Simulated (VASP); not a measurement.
Crystal: Cd2TeO3.

```
CELL_PARAMETERS angstrom
6.04692 0.00000 0.00000
-3.02346 5.23679 0.00000
0.00000 0.00000 2.98169
ATOMIC_POSITIONS crystal
Cd 0.33333 0.66667 0.50000
Cd 0.66667 0.33333 0.50000
Te 0.00000 0.00000 0.50000
O 0.00000 0.50000 0.00000
O 0.50000 0.00000 0.00000
O 0.50000 0.50000 0.00000
```

```yaml
Program: VASP 6.6.1
Task: relaxation of cell and atoms
Functional: PBE
Potentials_or_basis: VASP PAW PBE potentials, release 64 (Cd, Te, O)
Cutoff: 600 eV
k_mesh: 6 × 6 × 12
Occupations: gaussian, width 0.1 eV
Spin: no spin polarisation
```

At the start: pressure 1.4 GPa; volume 15.74 Å³/atom.

Task: How do energy, volume and symmetry change on relaxing?

Result: Over 5 steps the energy falls by 2.7 meV/atom and the volume is 15.87 Å³/atom (+0.9 %); space group P6/mmm (No. 191, to 0.05 Å).

Step by step:
| step | energy change (eV) | largest force (eV/Å) | pressure (GPa) | volume (Å³) |
| --- | --- | --- | --- | --- |
| 1 | 0.0000 | 0.0000 | 1.42 | 94.42 |
| 2 | -0.0125 | 0.0000 | -0.85 | 96.33 |
| 3 | -0.0134 | 0.0000 | -0.44 | 95.94 |
| 4 | -0.0156 | 0.0000 | -0.20 | 95.54 |
| 5 | -0.0161 | 0.0000 | 0.00 | 95.23 |

Final structure:
```xyz
6
Lattice="6.0214 0.0000 0.0000 -3.0107 5.2147 0.0000 0.0000 0.0000 3.0329" Properties=species:S:1:pos:R:3 pbc="T T T"
Cd    0.0000    3.4765    1.5164
Cd    3.0107    1.7382    1.5164
Te   -3.0107    5.2147    1.5164
O    -1.5054    2.6073    0.0000
O     0.0000    5.2147    0.0000
O     1.5054    2.6073    0.0000
```
